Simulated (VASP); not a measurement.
TeBr6:

```
CELL_PARAMETERS angstrom
6.77169 0.00000 0.00000
0.00000 6.77169 0.00000
0.00000 0.00000 6.77169
ATOMIC_POSITIONS crystal
Te 0.00000 0.00000 0.00000
Br 0.50000 0.50000 0.20000
Br 0.50000 0.50000 0.80000
Br 0.20000 0.50000 0.50000
Br 0.80000 0.50000 0.50000
Br 0.50000 0.20000 0.50000
Br 0.50000 0.80000 0.50000
```

| Item | Value |
| --- | --- |
| Program | VASP 6.6.1 |
| Task | relaxation of cell and atoms |
| Functional | PBE |
| Potentials or basis | VASP PAW PBE potentials, release 64 (Te, Br) |
| Cutoff | 600 eV |
| k mesh | 4 × 4 × 4 |
| Occupations | gaussian, width 0.1 eV |
| Spin | no spin polarisation |

At the start: pressure 3.8 GPa; volume 44.36 Å³/atom.

Task: How do energy, volume and symmetry change on relaxing?

Result: Over 15 steps the energy falls by 406.4 meV/atom and the volume is 78.08 Å³/atom (+76.0 %); space group Pm-3m (No. 221, to 0.1 Å) before and after.

The path:
```
step  energy change (eV)  largest force (eV/Å)  pressure (GPa)  volume (Å³)
   1              0.0000                2.7810            3.79       310.52
   2             -1.9857                1.1865            0.13       360.17
   3             -2.3209                0.8848           -0.29       382.74
   4             -2.7200                0.3705           -0.01       430.68
   5             -0.8634                6.3761            3.92       538.22
   6             -2.7622                0.1194            0.43       439.33
   7             -2.7643                0.2273            0.51       442.78
   8             -2.7632                0.3260            0.57       445.75
   9             -2.7778                0.4407           -0.21       468.03
  10             -2.7932                0.1431            0.09       458.37
  11             -2.8015                0.1276            0.08       464.38
  12             -2.8211                0.0728            0.07       482.72
  13             -2.8398                0.0839            0.10       520.84
  14             -2.8408                0.1481            0.13       533.87
  15             -2.8445                0.0391           -0.02       546.58
```

Final structure:
```
Te Br
1.0
     8.17620    0.00000    0.00000
     0.00000    8.17620    0.00000
     0.00000    0.00000    8.17620
Te Br
1 6
Direct
  0.00000 0.00000 0.00000
  0.50000 0.50000 0.14142
  0.50000 0.50000 0.85858
  0.14142 0.50000 0.50000
  0.85858 0.50000 0.50000
  0.50000 0.14142 0.50000
  0.50000 0.85858 0.50000
```

Caveat: the volume moved by over 15 % at a fixed basis, so the end points are rough.
